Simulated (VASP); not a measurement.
Runs of VASP 6.6.1 on InW4. The structure is that of space group Pm-3m (No. 221), or close to it. The cells are those of the table. 

```tsv
task	cell	k mesh	cutoff (eV)	smearing	gap on the mesh (eV)	pressure (GPa)	relaxed volume (Å³/atom)
single point	a = 4.837 Å, 5 atoms	4 × 4 × 4	520	gaussian 0.1 eV	none	-1.5	-
single point	a = 4.800 Å, 5 atoms	8 × 8 × 8	520	gaussian 0.1 eV	none	0.8	-
relaxation of cell and atoms	relaxed from a = 4.837 Å, 5 atoms	4 × 4 × 4	600	gaussian 0.1 eV	none	0.0	22.39
single point	a = 4.811 Å, 5 atoms	4 × 4 × 4	520	gaussian 0.1 eV	none	0.7	-
relaxation of cell and atoms	relaxed from a = 4.811 Å, 5 atoms	8 × 8 × 8	600	gaussian 0.1 eV	none	0.0	(a)
single point	a = 4.800 Å, 5 atoms	8 × 8 × 8	500	tetrahedron	none	0.8	-
```

Alike in all rows: level PBE; potentials or basis VASP PAW PBE potentials, release 64 (In_d, W_sv); no spin polarisation.

Q: Estimate the missing entries.

A: (a) 22.24.

Caveats: spin-orbit coupling is left out, which moves the levels of the heavy elements; tetrahedron occupations give inexact forces and stress in metals (some runs).

A k mesh can miss the band edges, and the runs leave out spin-orbit coupling on In, W.

A gap of «none» marks levels without a gap at the run's occupations.
